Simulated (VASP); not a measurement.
Write the native input for VASP 6.6.1 that does the following.

| Item | Value |
| --- | --- |
| Task | single point |
| Functional | LDA |
| Potentials or basis | VASP PAW LDA potentials, release 64 (Pt, Mn_pv) |
| Cutoff | 520 eV |
| k mesh | 11 × 11 × 4 |
| Occupations | fermi-dirac, width 0.05 eV |
| Spin | collinear spin, ferromagnetic start |
| Starting moments | [0.0, 0.0, 4.0] μB |
| Dipole correction | no |
| Further INCAR settings | ALGO = Normal; EDIFF = 1e-06; NBANDS = 28 |

The structure of MnPt2 lies in POSCAR:

```
MnPt2
1.0
    2.8773348343      0.0000000000      0.0000000000
   -1.4386674171      2.4918450617      0.0000000000
    0.0000000000      0.0000000000      6.5757668767
Pt Mn
2 1
Direct
    0.6666666667      0.3333333333      0.3162060000
    0.3333333333      0.6666666667      0.6837940000
    0.0000000000      0.0000000000      0.0000000000
```

The input as run:

INCAR

```
PREC     = Accurate       # precision mode
ENCUT    = 520            # plane-wave cutoff, eV
EDIFF    = 1E-6           # SCF threshold, eV
ISMEAR   = -1             # smearing method
SIGMA    = 0.05           # smearing width, eV
LREAL    = False          # projectors in reciprocal space
LASPH    = True           # aspherical terms in the spheres
NELM     = 150            # most SCF steps
ALGO     = Normal         # electronic algorithm
ISIF     = 2              # what is computed and relaxed
LWAVE    = False          # write WAVECAR
LCHARG   = False          # write CHGCAR
ISPIN    = 2              # spin polarisation
MAGMOM   = 0 0 4          # initial moments
LORBIT   = 11             # projections on sites
LMAXMIX  = 4              # l up to which the mixer works
NBANDS   = 28             # bands
```

KPOINTS

```
Automatic mesh
0
Gamma
  11 11 4
```

Potentials or basis: VASP PAW LDA potentials, release 64 (Pt, Mn_pv).

Run with:

```console
$ cat potpaw_LDA.64/Pt/POTCAR potpaw_LDA.64/Mn_pv/POTCAR > POTCAR
$ mpirun -np 1 vasp_std > vasp.out
```

It gave:

```json
{
 "Pressure": "-18.6 GPa",
 "Largest force": "0.133 eV/Å",
 "Net moment": "4.28 μB per cell",
 "Site moments": "Pt +0.26; Mn +3.57 μB",
 "Valence electrons inside the program's atomic spheres": "Pt 9.18; Mn 11.55"
}
```

Caveat: the cell stands under tension.

Wall time 3.7 min on 1 thread of Intel Xeon 8259CL, on a shared host, peak memory 0.25 GiB.
